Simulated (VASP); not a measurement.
Set up this calculation in VASP 6.6.1, as the native input.

* Task: single point
* Functional: revPBE
* Potentials or basis: VASP PAW PBE potentials, release 64 (Bi_d)
* Cutoff: 520 eV
* k mesh: 11 × 11 × 11
* Occupations: fermi-dirac, width 0.1 eV
* Spin: no spin polarisation
* Dipole correction: no
* Further INCAR settings: ALGO = Normal; EDIFF = 1e-06; NBANDS = 14

The structure of Bi lies in POSCAR:

```
Bi
1.0
    3.3863905363      0.0000000000      0.0000000000
    0.0000000000      3.3863905363      0.0000000000
    0.0000000000      0.0000000000      3.3863905363
Bi
1
Direct
    0.0000000000      0.0000000000      0.0000000000
```

This cell differs from its parent crystal: volume scaled by 1.08.

The input as run:

INCAR

```
ALGO     = Normal         # electronic algorithm
EDIFF    = 1E-6           # SCF threshold, eV
ENCUT    = 520            # plane-wave cutoff, eV
GGA      = RE             # functional
ISIF     = 2              # what is computed and relaxed
ISMEAR   = -1             # smearing method
LASPH    = True           # aspherical terms in the spheres
LCHARG   = False          # write CHGCAR
LREAL    = False          # projectors in reciprocal space
LWAVE    = False          # write WAVECAR
NBANDS   = 14             # bands
NELM     = 100            # most SCF steps
PREC     = Accurate       # precision mode
SIGMA    = 0.1            # smearing width, eV
```

KPOINTS

```
k-points
0
Gamma
  11 11 11
```

Potentials or basis: VASP PAW PBE potentials, release 64 (Bi_d).

Command:

```sh
$ cat potpaw_PBE.64/Bi_d/POTCAR > POTCAR
$ mpirun -np 1 vasp_std > vasp.out
```

Results of the run:

- Pressure: -2.8 GPa

Caveat: the PAW data sets were made with another functional, which shifts forces and pressure a little.

Run time: 27 s on 1 thread of AMD EPYC 7R13 (shared host), peak memory 0.14 GiB.
